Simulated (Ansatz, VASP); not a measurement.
# One calculation of LuPd, two programs

```
CELL_PARAMETERS angstrom
3.41500 0.00000 0.00000
0.00000 3.41500 0.00000
0.00000 0.00000 3.34670
ATOMIC_POSITIONS crystal
Lu 0.00000 0.00000 0.00000
Pd 0.50000 0.50000 0.50000
```

Change from the starting cell: zz strain of -2 %.

Alike in both runs: task single point; functional PBEsol; k mesh 10 × 10 × 10; occupations fermi-dirac, width 0.05 eV; no spin polarisation.

|  | VASP | Ansatz |
| --- | --- | --- |
| version | VASP 6.6.1 | Ansatz 0.2.0 |
| potentials or method | VASP PAW PBE potentials, release 64 (Lu, Pd), cutoff 520 eV | all-electron LAPW, scalar-relativistic |

|  | VASP | Ansatz | Ansatz less VASP |
| --- | --- | --- | --- |
| pressure (GPa) | 0.1 | -0.1 | -0.22 |
| traceless stress, the component that is largest in VASP (GPa) | 0.44 | 0.43 | -0.010 |

VASP's potentials were made for PBE, not for PBEsol. Ansatz ran all-electron here, and VASP with PAW potentials.

Spin-orbit coupling is off throughout.
